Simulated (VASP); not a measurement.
The system is SbBr.

```
CELL_PARAMETERS angstrom
3.58121 0.00000 0.00000
0.00000 3.58121 0.00000
0.00000 0.00000 4.69394
ATOMIC_POSITIONS crystal
Sb 0.50000 0.50000 0.50000
Br 0.00000 0.00000 0.00000
```

- Program: VASP 6.6.1
- Task: relaxation of cell and atoms
- Functional: PBE
- Potentials or basis: VASP PAW PBE potentials, release 64 (Sb, Br)
- Cutoff: 600 eV
- k mesh: 16 × 16 × 12
- Occupations: gaussian, width 0.1 eV
- Spin: no spin polarisation

At the start: pressure -4.0 GPa; volume 30.10 Å³/atom.

Q: Where does the relaxation end?

A: Over 8 steps the energy falls by 64.1 meV/atom and the volume is 26.80 Å³/atom (-10.9 %); space group P4/mmm (No. 123, to 0.1 Å) before and after.

The path:
```csv
step,energy change (eV),largest force (eV/Å),pressure (GPa),volume (Å³)
1,0.0000,0.0000,-3.96,60.20
2,-0.1111,0.0000,-0.45,53.94
3,-0.1139,0.0000,0.34,52.97
4,-0.1230,0.0000,0.28,53.09
5,-0.1278,0.0000,0.32,53.26
6,-0.1279,0.0000,0.31,53.24
7,-0.1281,0.0000,-0.14,53.80
8,-0.1282,0.0000,0.01,53.61
```

Final structure:
```cif
data_structure
_symmetry_space_group_name_H-M 'P 1'
_symmetry_Int_Tables_number 1
_cell_length_a 3.3490
_cell_length_b 3.3490
_cell_length_c 4.7797
_cell_angle_alpha 90.000
_cell_angle_beta 90.000
_cell_angle_gamma 90.000
_cell_volume 53.61
loop_
_atom_site_label
_atom_site_type_symbol
_atom_site_fract_x
_atom_site_fract_y
_atom_site_fract_z
_atom_site_occupancy
Sb1 Sb 0.50000 0.50000 0.50000 1
Br1 Br 0.00000 0.00000 0.00000 1
```
